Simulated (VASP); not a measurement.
# Si4IrPt2 (P-6m2) in VASP: single point with PBE

Aim: the single point of Si4IrPt2 with PBE.

All numbers are computed with VASP 6.6.1; they aren't measurements. Logs are shortened: lines on timing, memory, paths and dates and some standing lists are left out, and cuts for length are marked.

**1. The cell of the first run**

The structure is hexagonal, space group P-6m2 (No. 187). The conventional cell has a = 3.619 Å, b = 3.619 Å, c = 10.405 Å, α = 90.00°, β = 90.00°, γ = 120.00°. Si (site symmetry 3m) has 3 Ir at 2.46 Å and 3 Pt at 2.57 Å and 2 Si at 2.61 to 2.72 Å within 3.3 Å. Within 3.1 Å of Si (site symmetry 3m) lie 2 Si at 2.35 to 2.72 Å and 3 Pt at 2.43 Å. Ir (site symmetry -6m2) has 6 Si at 2.46 Å and 2 Pt at 2.80 Å within 3.3 Å. Within 3.2 Å of Pt (site symmetry 3m) lie 6 Si at 2.43 to 2.57 Å and 1 Ir at 2.80 Å.

The cell was built from a structure type or drawn by symmetry, and may not be a known phase.

**2. Single point, PBE**

INCAR

```
  ALGO = Normal
  EDIFF = 1E-6
  ENCUT = 520
  GGA = PE
  ISIF = 2
  ISMEAR = 0
  LASPH = True
  LCHARG = True
  LELF = True
  LREAL = False
  LVHAR = True
  LWAVE = False
  NBANDS = 32
  NELM = 100
  PREC = Accurate
  SIGMA = 0.2
```

KPOINTS

```
k-points
0
Gamma
  5 5 2
```

POSCAR

```
Si4IrPt2
1.0
    3.6187362573      0.0000000027      0.0000000000
   -1.8093681310      3.1339175271      0.0000000000
    0.0000000000      0.0000000000     10.4050985941
Si Ir Pt
4 1 2
Direct
    0.3333333333      0.6666666667      0.8743567509
    0.3333333333      0.6666666667      0.1256432491
    0.3333333333      0.6666666667      0.3870630601
    0.3333333333      0.6666666667      0.6129369399
    0.6666666667      0.3333333333      0.0000000000
    0.6666666667      0.3333333333      0.2686996248
    0.6666666667      0.3333333333      0.7313003752
```

Potentials or basis: VASP PAW PBE potentials, release 64 (Si, Ir, Pt).

Launch:

```bash
cat potpaw_PBE.64/Si/POTCAR potpaw_PBE.64/Ir/POTCAR potpaw_PBE.64/Pt/POTCAR > POTCAR
mpirun -np 1 vasp_std > vasp.out
```

OUTCAR:

```text
EDIFF = 1E-6
   ENCUT = 520
   GGA = PE
   ISIF = 2
   ISMEAR = 0
   LASPH = True
   LREAL = False
   NELM = 100
   PREC = Accurate

 ion  position               nearest neighbor table
   1  0.333  0.667  0.874-   5 2.46   5 2.46   5 2.46   7 2.57   7 2.57   7 2.57   2 2.61   4 2.72

   2  0.333  0.667  0.126-   5 2.46   5 2.46   5 2.46   6 2.57   6 2.57   6 2.57   1 2.61   3 2.72

   3  0.333  0.667  0.387-   4 2.35   6 2.43   6 2.43   6 2.43   2 2.72
   4  0.333  0.667  0.613-   3 2.35   7 2.43   7 2.43   7 2.43   1 2.72
   5  0.667  0.333  0.000-   1 2.46   2 2.46   1 2.46   2 2.46   1 2.46   2 2.46   6 2.80   7 2.80

   6  0.667  0.333  0.269-   3 2.43   3 2.43   3 2.43   2 2.57   2 2.57   2 2.57   5 2.80
   7  0.667  0.333  0.731-   4 2.43   4 2.43   4 2.43   1 2.57   1 2.57   1 2.57   5 2.80

  LATTYP: Found a hexagonal cell.
 ALAT       =     3.6187362573
 C/A-ratio  =     2.8753404101

  Lattice vectors:

 A1 = (   3.6187362573,   0.0000000027,   0.0000000000)
 A2 = (  -1.8093681310,   3.1339175271,   0.0000000000)
 A3 = (   0.0000000000,   0.0000000000,  10.4050985941)

Analysis of symmetry for initial positions (statically):
=====================================================================
 Subroutine PRICEL returns:
 Original cell was already a primitive cell.

 Routine SETGRP: Setting up the symmetry group for a
 hexagonal supercell.

 Subroutine GETGRP returns: Found 12 space group operations
 (whereof 12 operations were pure point group operations)
 out of a pool of 24 trial point group operations.

The static configuration has the point symmetry D_3h.

Analysis of symmetry for dynamics (positions and initial velocities):
=====================================================================
 Subroutine PRICEL returns:
 Original cell was already a primitive cell.

 Routine SETGRP: Setting up the symmetry group for a
 hexagonal supercell.

 Subroutine GETGRP returns: Found 12 space group operations
 (whereof 12 operations were pure point group operations)
 out of a pool of 24 trial point group operations.

The dynamic configuration has the point symmetry D_3h.

 Subroutine INISYM returns: Found 12 space group operations
 (whereof 12 operations are pure point group operations),
 and found     1 'primitive' translations

----------------------------------------------------------------------------------------

                                     Primitive cell

  volume of cell :     118.0024

  direct lattice vectors                    reciprocal lattice vectors
     3.618736257  0.000000003  0.000000000     0.276339564  0.159544722  0.000000000
    -1.809368131  3.133917527  0.000000000    -0.000000000  0.319089443  0.000000000
     0.000000000  0.000000000 10.405098594     0.000000000  0.000000000  0.096106730

  length of vectors
     3.618736257  3.618736257 10.405098594     0.319089443  0.319089443  0.096106730

  position of ions in fractional coordinates (direct lattice)
     0.333333333  0.666666667  0.874356751
     0.333333333  0.666666667  0.125643249
     0.333333333  0.666666667  0.387063060
     0.333333333  0.666666667  0.612936940
     0.666666667  0.333333333  0.000000000
     0.666666667  0.333333333  0.268699625
     0.666666667  0.333333333  0.731300375

  ion indices of the primitive-cell ions
   primitive index   ion index
                 1           1
                 2           2
                 3           3
                 4           4
                 5           5
                 6           6
                 7           7

----------------------------------------------------------------------------------------

 KPOINTS: k-points

Automatic generation of k-mesh.
 Grid dimensions read from file:
 generate k-points for:    5    5    2

 Generating k-lattice:

  Cartesian coordinates                     Fractional coordinates (reciprocal lattice)
     0.055267913  0.031908944  0.000000000     0.200000000 -0.000000000  0.000000000
    -0.000000000  0.063817889  0.000000000     0.000000000  0.200000000  0.000000000
     0.000000000  0.000000000  0.048053365     0.000000000  0.000000000  0.500000000

  Length of vectors
     0.063817889  0.063817889  0.048053365

  Shift w.r.t. Gamma in fractional coordinates (k-lattice)
     0.000000000  0.000000000  0.000000000

 Subroutine IBZKPT returns following result:
 ===========================================

 Found     10 irreducible k-points:

 Following reciprocal coordinates:
            Coordinates               Weight
  0.000000  0.000000  0.000000      1.000000
  0.200000  0.000000  0.000000      6.000000
  0.400000  0.000000  0.000000      6.000000
  0.200000  0.200000  0.000000      6.000000
  0.400000  0.200000  0.000000      6.000000
  0.000000  0.000000  0.500000      1.000000
  0.200000  0.000000  0.500000      6.000000
  0.400000  0.000000  0.500000      6.000000
  0.200000  0.200000  0.500000      6.000000
  0.400000  0.200000  0.500000      6.000000
   k-points           NKPTS =     10   k-points in BZ     NKDIM =     10   number of bands    NBANDS=     32
   number of dos      NEDOS =    301   number of ions     NIONS =      7
   total plane-waves  NPLWV =  62720
   dimension x,y,z NGX =    28 NGY =   28 NGZ =   80
   dimension x,y,z NGXF=    56 NGYF=   56 NGZF=  160
   ions per type =               4   1   2
   NGX,Y,Z   is equivalent  to a cutoff of  12.86, 12.86, 12.78 a.u.
   NGXF,Y,Z  is equivalent  to a cutoff of  25.73, 25.73, 25.56 a.u.
 SYSTEM =  unknown system
   PREC   = accura    normal or accurate (medium, high low for compatibility)
   ISTART =      0    job   : 0-new  1-cont  2-samecut
   ICHARG =      2    charge: 1-file 2-atom 10-const
   ISPIN  =      1    spin polarized calculation?
   LNONCOLLINEAR =      F non collinear calculations
   LSORBIT =      F    spin-orbit coupling
   LASPH  =      T    aspherical Exc in radial PAW
   ENCUT  =  520.0 eV  38.22 Ry    6.18 a.u.   6.73  6.73 19.35*2*pi/ulx,y,z
   NELM   =    100;   NELMIN=  2; NELMDL= -5     # of ELM steps
   EDIFF  = 0.1E-05   stopping-criterion for ELM
   LREAL  =      F    real-space projection
   EDIFFG = 0.1E-04   stopping-criterion for IOM
   NSW    =      0    number of steps for IOM
   IBRION =     -1    ionic relax: 0-MD 1-quasi-New 2-CG
   NFREE  =      0    steps in history (QN), initial steepest desc. (CG)
   ISIF   =      2    stress and relaxation
   ISYM   =      2    0-nonsym 1-usesym 2-fastsym
   POTIM  = 0.5000    time-step for ionic-motion
   TEBEG  =    0.0;   TEEND  =   0.0 temperature during run
   PSTRESS=    0.0 pullay stress
   NELECT =      45.0000    total number of electrons
   NUPDOWN=      -1.0000    fix difference up-down
   EMIN   =  10.00;   EMAX   =-10.00  energy-range for DOS
   EFERMI =   0.00;   METHOD = LEGACY
   ISMEAR =     0;   SIGMA  =   0.20  broadening in eV -4-tet -1-fermi 0-gaus
   EFERMI_NEDOS =   21; number of points for ismear=-14 and -15
   IALGO  =     38    algorithm
   IMIX   =      4    mixing-type and parameters
     AMIX     =   0.40;   BMIX     =  1.00
     AMIX_MAG =   1.60;   BMIX_MAG =  1.00
  volume/ion in A,a.u.               =      16.86       113.76
  Fermi-wavevector in a.u.,A,eV,Ry     =   1.187177  2.243439 19.175901  1.409389
  Thomas-Fermi vector in A             =   2.323334
   LORBIT       =      0    0 simple, 1 ext, 2 COOP (PROOUT), +10 PAW based schemes
   GGA     = PE    functional components
   LHFCALC =     F    Hartree Fock is set to
   AEXX    =    0.0000 exact exchange contribution
   IVDW    =     0    specifies the selected vdW correction
   LEPSILON=     F    determine dielectric tensor
   LRPA    =     F    only Hartree local field effects (RPA)
 non-spin polarized calculation
 Gauss-broadening in eV      SIGMA  =   0.20
  energy-cutoff  :      520.00
  volume of cell :      118.00
 maximum number of plane-waves:      3195
 NGX is ok and might be reduce to    28
   NGX = 13   NGY = 13   NGZ = 39

 number of electron      44.9999999 magnetization

 Free energy of the ion-electron system (eV)
  ---------------------------------------------------
  ext. energy  EPLUGINS =         0.00000000
  ---------------------------------------------------
  free energy    TOTEN  =       -45.83376055 eV

  energy without entropy =      -45.79968013  energy(sigma->0) =      -45.81672034

 E-fermi :   8.6032     XC(G=0): -11.2545

 val. band max:        8.4761609212   @ k =   0.4000   0.0000   0.0000
 cond. band min:       8.7841065166   @ k =   0.2000   0.2000   0.5000
 fundamental gap:      0.3079455954
 Fermi energy:         8.6032026359

 k-point     1 :       0.0000    0.0000    0.0000
  band No.  band energies     occupation
      1      -3.9486      2.00000
      2      -2.5652      2.00000
      3      -1.9223      2.00000
      4       1.4480      2.00000
      5       1.6354      2.00000
      6       2.8958      2.00000
[... 24 lines left out ...]
     31      13.8551      0.00000
     32      13.8967      0.00000

 k-point     2 :       0.2000    0.0000    0.0000
  band No.  band energies     occupation
      1      -3.3773      2.00000
      2      -2.0442      2.00000
      3      -1.4875      2.00000
      4       1.3015      2.00000
      5       1.8243      2.00000
      6       2.4892      2.00000
[... 24 lines left out ...]
     31      13.8116      0.00000
     32      14.1535      0.00000
[... 243 lines left out ...]
     31      14.4695      0.00000
     32      14.8492      0.00000

 k-point    10 :       0.4000    0.2000    0.5000
  band No.  band energies     occupation
      1      -1.4276      2.00000
      2      -0.9508      2.00000
      3       0.2282      2.00000
      4       0.7216      2.00000
      5       1.4245      2.00000
      6       2.2765      2.00000
[... 24 lines left out ...]
     31      13.6935      0.00000
     32      15.1082      0.00000

------------------------ aborting loop because EDIFF is reached ----------------------------------------

  FORCE on cell =-STRESS in cart. coord.  units (eV):
  Direction    XX          YY          ZZ          XY          YZ          ZX
  --------------------------------------------------------------------------------------
  -------------------------------------------------------------------------------------
  Total       -0.0024520     -0.0024520     -0.0124635      0.0000000      0.0000000      0.0000000
  in kB       -0.0332926     -0.0332926     -0.1692225      0.0000000      0.0000000      0.0000000
  external PRESSURE =      -0.0786026 kB  Pullay stress =       0.0000000 kB

 VOLUME and BASIS-vectors are now :
 -----------------------------------------------------------------------------
  energy-cutoff  :      520.00
  volume of cell :      118.00
      direct lattice vectors                 reciprocal lattice vectors
     3.618736257  0.000000003  0.000000000     0.276339564  0.159544722  0.000000000
    -1.809368131  3.133917527  0.000000000    -0.000000000  0.319089443  0.000000000
     0.000000000  0.000000000 10.405098594     0.000000000  0.000000000  0.096106730

 POSITION                                       TOTAL-FORCE (eV/Angst)
 -----------------------------------------------------------------------------------
     -0.00000      2.08928      9.09777        -0.000000      0.000000     -0.024488
     -0.00000      2.08928      1.30733        -0.000000     -0.000000      0.024488
     -0.00000      2.08928      4.02743         0.000000     -0.000000     -0.010094
     -0.00000      2.08928      6.37767         0.000000     -0.000000      0.010094
      1.80937      1.04464      0.00000        -0.000000      0.000000      0.000000
      1.80937      1.04464      2.79585         0.000000     -0.000000      0.007861
      1.80937      1.04464      7.60925         0.000000     -0.000000     -0.007861
 -----------------------------------------------------------------------------------
    total drift:                                0.000000     -0.000000      0.000000

  FREE ENERGIE OF THE ION-ELECTRON SYSTEM (eV)
  ---------------------------------------------------
  free  energy   TOTEN  =       -45.8337605507 eV

  energy  without entropy=      -45.7996801269  energy(sigma->0) =      -45.81672034
```

Wall time 32 s (1 thread of Intel Xeon Platinum 8488C (Sapphire Rapids), shared host); peak memory 0.25 GiB.

What came out:

```yaml
Free_energy: -45.8338 eV
Pressure: 0.0 GPa
Largest_force: 0.024 eV/Å
Band_gap_on_the_k_mesh: zero (an odd number of electrons rules out a gap without spin polarisation)
```

Forces on the atoms (eV/Å):
```
Si   0.000  0.000 -0.024
Si   0.000  0.000  0.024
Si   0.000  0.000 -0.010
Si   0.000  0.000  0.010
Ir   0.000  0.000  0.000
Pt   0.000  0.000  0.008
Pt   0.000  0.000 -0.008
```

Caveat: the k points lie up to 0.40 Å⁻¹ apart, too coarse for converged energies and pressures of a metal; spin-orbit coupling is left out, which moves the levels of the heavy elements.
